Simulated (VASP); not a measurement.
Wanted: the native input for a VASP 6.6.1 run.

```
Task                   : single point
Functional             : PBE
Potentials or basis    : VASP PAW PBE potentials, release 64 (Sn_d, Te)
Cutoff                 : 520 eV
k mesh                 : 9 × 9 × 5
Occupations            : fermi-dirac, width 0.05 eV
Spin                   : no spin polarisation
Dipole correction      : no
Further INCAR settings : ALGO = Normal; EDIFF = 1e-07; NBANDS = 28
```

The structure of SnTe (wurtzite type) lies in POSCAR:

```
SnTe
1.0
    3.0080728994      0.0000000000      0.0000000000
   -1.5040364497      2.6050675474      0.0000000000
    0.0000000000      0.0000000000     10.9032761946
Sn Te
2 2
Direct
    0.3333333333      0.6666666667      0.0603753351
    0.6666666667      0.3333333333      0.5603753351
    0.3333333333      0.6666666667      0.3156246649
    0.6666666667      0.3333333333      0.8156246649
```

One way to write it, as run:

INCAR

```
ALGO = Normal
EDIFF = 1E-7
ENCUT = 520
GGA = PE
ISIF = 2
ISMEAR = -1
LASPH = True
LCHARG = True
LELF = True
LREAL = False
LVHAR = True
LWAVE = False
NBANDS = 28
NELM = 60
PREC = Accurate
SIGMA = 0.05
```

KPOINTS

```
k-points
0
Gamma
  9 9 5
```

Potentials or basis: VASP PAW PBE potentials, release 64 (Sn_d, Te).

The run is started by

```console
$ cat potpaw_PBE.64/Sn_d/POTCAR potpaw_PBE.64/Te/POTCAR > POTCAR
$ mpirun -np 1 vasp_std > vasp.out
```

It gave:

```json
{
 "Pressure": "32.0 GPa",
 "Largest force": "0.012 eV/Å",
 "Band gap on the k mesh": "zero (bands 20 and 21 overlap by 7.22 eV)"
}
```

Caveat: the cell stands under pressure; spin-orbit coupling is left out, which moves the levels of the heavy elements.

Wall time 2.1 min on 1 thread of Intel Xeon 8259CL (shared host), peak memory 0.25 GiB.
